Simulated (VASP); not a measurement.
# SrO (Fm-3m) in VASP: further runs

Runs on SrO. Level: BLYP+D3(BJ). Tasks: single point.

All numbers are computed with VASP 6.6.1; they aren't measurements. Logs are shortened: lines on timing, memory, paths and dates and some standing lists are left out, and cuts for length are marked.

### Step 1. The cell of the first run

It takes space group Fm-3m (No. 225, cubic). Conventional cell: a = 5.167 Å, b = 5.167 Å, c = 5.167 Å, α = 90.00°, β = 90.00°, γ = 90.00°. Within 3.4 Å of Sr (site symmetry m-3m) lie 6 O at 2.58 Å. O (site symmetry m-3m) has 6 Sr at 2.58 Å within 3.4 Å.

### Step 2. Single point, BLYP+D3(BJ), non-collinear spin, typed start

INCAR reads:

```
SYSTEM = SrO
  PREC = Accurate
  ENCUT = 520
  EDIFF = 1E-6
  ISMEAR = -1
  SIGMA = 0.05
  LREAL = .False.
  LASPH = .True.
  NELM = 150
  ALGO = Normal
  ISIF = 2
  LWAVE = .False.
  LCHARG = .False.
  LNONCOLLINEAR = .True.
  MAGMOM = 0.5 0 0 0 0 0
  LORBIT = 11
  GGA = B5
  ALDAX = 1.0
  AGGAX = 1.0
  AGGAC = 1.0
  ALDAC = 0.0
  IVDW = 12
  VDW_S6 = 1.0
  VDW_S8 = 2.6996
  VDW_A1 = 0.4298
  VDW_A2 = 4.2359
  NBANDS = 28
```

KPOINTS reads:

```
Automatic mesh
0
Gamma
  9 9 9
  0 0 0
```

POSCAR reads:

```
SrO
1.0
    0.0000000000      2.5832958595      2.5832958595
    2.5832958595      0.0000000000      2.5832958595
    2.5832958595      2.5832958595      0.0000000000
Sr O
1 1
Direct
    0.5000000000      0.5000000000      0.5000000000
    0.0000000000      0.0000000000      0.0000000000
```

Potentials or basis: VASP PAW PBE potentials, release 64 (Sr_sv, O).

Launch:

```console
$ cat potpaw_PBE.64/Sr_sv/POTCAR potpaw_PBE.64/O/POTCAR > POTCAR
$ mpirun -np 1 vasp_ncl > vasp.out
```

OUTCAR:

```text
SYSTEM = SrO
   PREC = Accurate
   ENCUT = 520
   EDIFF = 1E-6
   ISMEAR = -1
   LREAL = .False.
   LASPH = .True.
   NELM = 150
   ISIF = 2
   LNONCOLLINEAR = .True.
   LORBIT = 11
   GGA = B5
   IVDW = 12
 IVDW          = 12

 ion  position               nearest neighbor table
   1  0.500  0.500  0.500-   2 2.58   2 2.58   2 2.58   2 2.58   2 2.58   2 2.58
   2  0.000  0.000  0.000-   1 2.58   1 2.58   1 2.58   1 2.58   1 2.58   1 2.58

  LATTYP: Found a face centered cubic cell.
 ALAT       =     5.1665917190

  Lattice vectors:

 A1 = (   0.0000000000,   2.5832958595,   2.5832958595)
 A2 = (   2.5832958595,   0.0000000000,   2.5832958595)
 A3 = (   2.5832958595,   2.5832958595,   0.0000000000)

Analysis of symmetry for initial positions (statically):
=====================================================================
 Subroutine PRICEL returns:
 Original cell was already a primitive cell.

 Routine SETGRP: Setting up the symmetry group for a
 face centered cubic supercell.

 Subroutine GETGRP returns: Found 48 space group operations
 (whereof 48 operations were pure point group operations)
 out of a pool of 48 trial point group operations.

The static configuration has the point symmetry O_h .

Analysis of symmetry for dynamics (positions and initial velocities):
=====================================================================
 Subroutine PRICEL returns:
 Original cell was already a primitive cell.

 Routine SETGRP: Setting up the symmetry group for a
 face centered cubic supercell.

 Subroutine GETGRP returns: Found 48 space group operations
 (whereof 48 operations were pure point group operations)
 out of a pool of 48 trial point group operations.

The dynamic configuration has the point symmetry O_h .

Analysis of structural, dynamic, and magnetic symmetry:
=====================================================================
 Subroutine PRICEL returns:
 Original cell was already a primitive cell.

 Routine SETGRP: Setting up the symmetry group for a
 face centered cubic supercell.

 Subroutine GETGRP returns: Found  8 space group operations
 (whereof  8 operations were pure point group operations)
 out of a pool of 48 trial point group operations.

The overall configuration has the point symmetry C_4h.

 Subroutine INISYM returns: Found  8 space group operations
 (whereof  8 operations are pure point group operations),
 and found     1 'primitive' translations

----------------------------------------------------------------------------------------

                                     Primitive cell

  volume of cell :      34.4788

  direct lattice vectors                    reciprocal lattice vectors
     0.000000000  2.583295860  2.583295860    -0.193551195  0.193551195  0.193551195
     2.583295860  0.000000000  2.583295860     0.193551195 -0.193551195  0.193551195
     2.583295860  2.583295860  0.000000000     0.193551195  0.193551195 -0.193551195

  length of vectors
     3.653332040  3.653332040  3.653332040     0.335240503  0.335240503  0.335240503

  position of ions in fractional coordinates (direct lattice)
     0.500000000  0.500000000  0.500000000
     0.000000000  0.000000000  0.000000000

  ion indices of the primitive-cell ions
   primitive index   ion index
                 1           1
                 2           2

----------------------------------------------------------------------------------------

 KPOINTS: Automatic mesh

Automatic generation of k-mesh.
 Grid dimensions read from file:
 generate k-points for:    9    9    9

 Generating k-lattice:

  Cartesian coordinates                     Fractional coordinates (reciprocal lattice)
    -0.021505688  0.021505688  0.021505688     0.111111111  0.000000000  0.000000000
     0.021505688 -0.021505688  0.021505688     0.000000000  0.111111111  0.000000000
     0.021505688  0.021505688 -0.021505688     0.000000000  0.000000000  0.111111111

  Length of vectors
     0.037248945  0.037248945  0.037248945

  Shift w.r.t. Gamma in fractional coordinates (k-lattice)
     0.000000000  0.000000000  0.000000000

 Subroutine IBZKPT returns following result:
 ===========================================

 Found    105 irreducible k-points:

 Following reciprocal coordinates:
            Coordinates               Weight
  0.000000  0.000000  0.000000      1.000000
  0.111111  0.000000  0.000000      8.000000
  0.222222  0.000000  0.000000      8.000000
  0.333333  0.000000  0.000000      8.000000
  0.444444  0.000000  0.000000      8.000000
  0.111111  0.111111  0.000000      4.000000
[... 16 lines left out ...]
 -0.222222  0.111111  0.000000      8.000000
  0.000000 -0.222222  0.111111      8.000000
 [... further k-points ...]
   k-points           NKPTS =    105   k-points in BZ     NKDIM =    105   number of bands    NBANDS=     28
   number of dos      NEDOS =    301   number of ions     NIONS =      2
   total plane-waves  NPLWV =  21952
   dimension x,y,z NGX =    28 NGY =   28 NGZ =   28
   dimension x,y,z NGXF=    56 NGYF=   56 NGZF=   56
   ions per type =               1   1
   NGX,Y,Z   is equivalent  to a cutoff of  12.74, 12.74, 12.74 a.u.
   NGXF,Y,Z  is equivalent  to a cutoff of  25.48, 25.48, 25.48 a.u.
 SYSTEM =  SrO
   PREC   = accura    normal or accurate (medium, high low for compatibility)
   ISTART =      0    job   : 0-new  1-cont  2-samecut
   ICHARG =      2    charge: 1-file 2-atom 10-const
   ISPIN  =      1    spin polarized calculation?
   LNONCOLLINEAR =      T non collinear calculations
   LSORBIT =      F    spin-orbit coupling
   LASPH  =      T    aspherical Exc in radial PAW
   ENCUT  =  520.0 eV  38.22 Ry    6.18 a.u.   6.79  6.79  6.79*2*pi/ulx,y,z
   NELM   =    150;   NELMIN=  2; NELMDL= -5     # of ELM steps
   EDIFF  = 0.1E-05   stopping-criterion for ELM
   LREAL  =      F    real-space projection
   EDIFFG = 0.1E-04   stopping-criterion for IOM
   NSW    =      0    number of steps for IOM
   IBRION =     -1    ionic relax: 0-MD 1-quasi-New 2-CG
   NFREE  =      0    steps in history (QN), initial steepest desc. (CG)
   ISIF   =      2    stress and relaxation
   ISYM   =      2    0-nonsym 1-usesym 2-fastsym
   POTIM  = 0.5000    time-step for ionic-motion
   TEBEG  =    0.0;   TEEND  =   0.0 temperature during run
   PSTRESS=    0.0 pullay stress
   NELECT =      16.0000    total number of electrons
   NUPDOWN=      -1.0000    fix difference up-down
   EMIN   =  10.00;   EMAX   =-10.00  energy-range for DOS
   EFERMI =   0.00;   METHOD = LEGACY
   ISMEAR =    -1;   SIGMA  =   0.05  broadening in eV -4-tet -1-fermi 0-gaus
   EFERMI_NEDOS =   21; number of points for ismear=-14 and -15
   IALGO  =     38    algorithm
   IMIX   =      4    mixing-type and parameters
     AMIX     =   0.40;   BMIX     =  1.00
     AMIX_MAG =   1.60;   BMIX_MAG =  1.00
  volume/ion in A,a.u.               =      17.24       116.34
  Fermi-wavevector in a.u.,A,eV,Ry     =   1.267450  2.395132 21.856784  1.606428
  Thomas-Fermi vector in A             =   2.400597
   LORBIT       =     11    0 simple, 1 ext, 2 COOP (PROOUT), +10 PAW based schemes
   GGA     = B5    functional components
   LHFCALC =     F    Hartree Fock is set to
   AEXX    =    0.0000 exact exchange contribution
   IVDW    =    12    specifies the selected vdW correction
   LEPSILON=     F    determine dielectric tensor
   LRPA    =     F    only Hartree local field effects (RPA)
  energy-cutoff  :      520.00
  volume of cell :       34.48
 maximum number of plane-waves:      1888
   NGX = 13   NGY = 13   NGZ = 13

 number of electron      15.9999998 magnetization      -0.0039526     -0.0000000     -0.0000000

 number of electron      15.9999998 magnetization       0.0000857      0.0000000      0.0000000

 number of electron      15.9999998 magnetization       0.0003707     -0.0000000     -0.0000000

 number of electron      15.9999998 magnetization      -0.0000013      0.0000000      0.0000000

 Free energy of the ion-electron system (eV)
  ---------------------------------------------------
  ext. energy  EPLUGINS =         0.00000000
  ---------------------------------------------------
  free energy    TOTEN  =       -11.47433073 eV

  energy without entropy =      -11.47433073  energy(sigma->0) =      -11.47433073

 E-fermi :   2.9505     XC(G=0):  -9.4990

 val. band max:        1.9481661988   @ k =   0.0000   0.0000   0.0000
 cond. band min:       5.4050332493   @ k =   0.4444   0.4444   0.0000
 fundamental gap:      3.4568670505
 Fermi energy:         2.9504869069

 k-point     1 :       0.0000    0.0000    0.0000
  band No.  band energies     occupation
      1     -30.5201      1.00000
      2     -30.5201      1.00000
      3     -13.0242      1.00000
      4     -13.0242      1.00000
      5     -12.2116      1.00000
      6     -12.2116      1.00000
[... 20 lines left out ...]
     27      10.2563      0.00000
     28      10.2563      0.00000
[... 683 lines left out ...]
 k-point    24 :       0.0000   -0.2222    0.1111
  band No.  band energies     occupation
      1     -30.4435      1.00000
      2     -30.4435      1.00000
      3     -14.0700      1.00000
      4     -14.0700      1.00000
      5     -12.3675      1.00000
      6     -12.3675      1.00000
[... 20 lines left out ...]
     27      12.1252      0.00000
     28      12.1252      0.00000

 [... further k-points ...]

------------------------ aborting loop because EDIFF is reached ----------------------------------------

 Edisp (eV)   -1.15589

 E8    (eV) :    -0.8919

  FORCE on cell =-STRESS in cart. coord.  units (eV):
  Direction    XX          YY          ZZ          XY          YZ          ZX
  --------------------------------------------------------------------------------------
  -------------------------------------------------------------------------------------
  Total      -0.15909    -0.15909    -0.15909     0.00000    -0.00000    -0.00000
  in kB      -7.39284    -7.39278    -7.39278     0.00000    -0.00000    -0.00000
  external pressure =       -7.39 kB  Pullay stress =        0.00 kB

 VOLUME and BASIS-vectors are now :
 -----------------------------------------------------------------------------
  energy-cutoff  :      520.00
  volume of cell :       34.48
      direct lattice vectors                 reciprocal lattice vectors
     0.000000000  2.583295860  2.583295860    -0.193551195  0.193551195  0.193551195
     2.583295860  0.000000000  2.583295860     0.193551195 -0.193551195  0.193551195
     2.583295860  2.583295860  0.000000000     0.193551195  0.193551195 -0.193551195

 POSITION                                       TOTAL-FORCE (eV/Angst)
 -----------------------------------------------------------------------------------
      2.58330      2.58330      2.58330         0.000000      0.000000      0.000000
      0.00000      0.00000      0.00000         0.000000      0.000000      0.000000
 -----------------------------------------------------------------------------------
    total drift:                                0.000000      0.000000      0.000000

  FREE ENERGIE OF THE ION-ELECTRON SYSTEM (eV)
  ---------------------------------------------------
  free  energy   TOTEN  =       -12.6302249832 eV

  energy  without entropy=      -12.6302249831  energy(sigma->0) =      -12.63022498

 total charge

# of ion       s       p       d       tot
------------------------------------------
    1        2.015   5.829   0.252   8.096
    2        1.543   3.436   0.000   4.979
--------------------------------------------------
tot          3.558   9.265   0.252  13.075

 magnetization (x)

# of ion       s       p       d       tot
------------------------------------------
    1        0.000   0.000  -0.000   0.000
    2       -0.000   0.000   0.000   0.000
--------------------------------------------------
tot          0.000   0.000  -0.000   0.000

 magnetization (y)

# of ion       s       p       d       tot
------------------------------------------
    1        0.000   0.000   0.000   0.000
    2        0.000   0.000   0.000   0.000
--------------------------------------------------
tot          0.000   0.000   0.000   0.000

 magnetization (z)

# of ion       s       p       d       tot
------------------------------------------
    1        0.000   0.000   0.000   0.000
    2        0.000   0.000   0.000   0.000
--------------------------------------------------
tot          0.000   0.000   0.000   0.000
```

Wall time 3.3 min (1 thread of Intel Xeon Platinum 8488C (Sapphire Rapids), shared host); peak memory 0.35 GiB.

What came out:

```yaml
Free_energy: -12.6302 eV
Pressure: -0.7 GPa
Band_gap_on_the_k_mesh: 3.46 eV (least direct gap 3.56 eV)
Net_moment: 0.00 μB per cell
Valence_electrons_inside_the_program's_atomic_spheres: Sr 8.10; O 4.98
Dispersion_energy_per_atom: -0.578 eV
```

Levels at points of the mesh, in eV from the valence-band top:
```tsv
k point	band 12	band 13	band 14	band 15	band 16	band 17	band 18	band 19	band 20	band 21
(0.00, 0.00, 0.00)	0.00	0.00	0.00	0.00	0.00	4.12	4.12	6.18	6.18	6.18
```

Moments on the atoms (μB; x, y, z):
```
Sr  0.00 0.00 0.00
O   0.00 0.00 0.00
```

Caveat: three body term missing; the PAW data sets were made with another functional, which shifts forces and pressure a little; an odd mesh through Γ misses points on the zone boundary, where band edges can lie.

(Part 1 of 2 ends here.)
